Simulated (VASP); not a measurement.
S3O: single point with PBE+D3(BJ)

Crystal: S3O.

```
S O
1.0
     3.14669    0.00000    0.00000
     0.00000    4.39932    0.00000
     0.00000    0.00000    6.16652
S O
3 1
Direct
  0.00000 0.00000 0.50000
  0.50000 0.50000 0.75392
  0.50000 0.50000 0.24608
  0.00000 0.00000 0.00000
```

The cell was generated, and may not be a known phase.

```
Program             : VASP 6.6.1
Task                : single point
Functional          : PBE
Dispersion          : D3(BJ)
Potentials or basis : VASP PAW PBE potentials, release 64 (S, O)
Cutoff              : 520 eV
k mesh              : 6 × 4 × 4
Occupations         : gaussian, width 0.1 eV
Spin                : collinear spin, ferromagnetic start
Starting moments    : [0.0, 0.0, 0.0, 1.0] μB
```

```yaml
Pressure: -16.6 GPa
Largest_force: 0.136 eV/Å
Band_gap_on_the_k_mesh: zero (filled and empty bands overlap)
Net_moment: 0.00 μB per cell
Valence_electrons_inside_the_program's_atomic_spheres: S 3.38; O 4.62
Dispersion_energy_per_atom: -0.212 eV
```

Forces on the atoms (eV/Å):
```
S    0.000  0.000  0.000
S    0.000  0.000  0.136
S    0.000  0.000 -0.136
O    0.000  0.000  0.000
```

Stress tensor (GPa, compression positive):
```
-15.12   0.00   0.00
  0.00 -17.01   0.00
  0.00   0.00 -17.75
```

Levels at points of the mesh, in eV from the Fermi level:
Spin up:
```csv
k point,band 8,band 9,band 10,band 11,band 12,band 13,band 14,band 15,band 16,band 17
"(0.00, 0.00, 0.00)",-1.04,-0.97,-0.51,-0.30,0.32,1.14,1.38,1.53,1.62,7.15
"(0.50, 0.00, 0.00)",-1.89,-1.25,-1.15,-0.48,-0.40,-0.37,-0.23,0.56,1.32,6.61
"(0.00, 0.50, 0.00)",-0.86,-0.02,0.08,0.57,0.59,0.70,0.84,1.19,1.22,8.31
"(0.50, 0.50, 0.00)",-2.48,-1.93,-1.51,-0.95,-0.85,0.47,0.64,0.96,1.37,8.83
"(0.00, 0.00, 0.50)",-1.76,-0.56,-0.34,-0.20,-0.09,0.36,1.10,1.11,1.76,7.56
"(0.50, 0.00, 0.50)",-1.70,-1.12,-0.83,-0.64,-0.63,-0.38,-0.26,-0.10,-0.05,8.25
"(0.00, 0.50, 0.50)",-1.95,0.02,0.11,0.26,0.65,0.81,0.84,0.86,0.88,9.34
"(0.50, 0.50, 0.50)",-2.35,-1.03,-0.92,-0.92,-0.66,-0.07,0.25,0.38,0.63,9.37
```
Spin down:
| k point | band 8 | band 9 | band 10 | band 11 | band 12 | band 13 | band 14 | band 15 | band 16 | band 17 |
| --- | --- | --- | --- | --- | --- | --- | --- | --- | --- | --- |
| (0.00, 0.00, 0.00) | -1.04 | -0.97 | -0.51 | -0.30 | 0.32 | 1.14 | 1.38 | 1.53 | 1.62 | 7.15 |
| (0.50, 0.00, 0.00) | -1.89 | -1.25 | -1.15 | -0.48 | -0.40 | -0.37 | -0.23 | 0.56 | 1.32 | 6.61 |
| (0.00, 0.50, 0.00) | -0.86 | -0.02 | 0.08 | 0.57 | 0.59 | 0.70 | 0.84 | 1.19 | 1.22 | 8.31 |
| (0.50, 0.50, 0.00) | -2.48 | -1.93 | -1.51 | -0.95 | -0.85 | 0.47 | 0.64 | 0.96 | 1.37 | 8.83 |
| (0.00, 0.00, 0.50) | -1.76 | -0.56 | -0.34 | -0.20 | -0.09 | 0.36 | 1.10 | 1.11 | 1.76 | 7.56 |
| (0.50, 0.00, 0.50) | -1.70 | -1.12 | -0.83 | -0.64 | -0.63 | -0.38 | -0.26 | -0.10 | -0.05 | 8.25 |
| (0.00, 0.50, 0.50) | -1.95 | 0.02 | 0.11 | 0.26 | 0.65 | 0.81 | 0.84 | 0.86 | 0.88 | 9.34 |
| (0.50, 0.50, 0.50) | -2.35 | -1.03 | -0.92 | -0.92 | -0.66 | -0.07 | 0.25 | 0.38 | 0.63 | 9.37 |

Run time: 3.7 min on 1 thread of AMD EPYC 7R13 Processor (Zen 3), on a shared host, peak memory 0.26 GiB.

Caveat: the cell stands under tension.
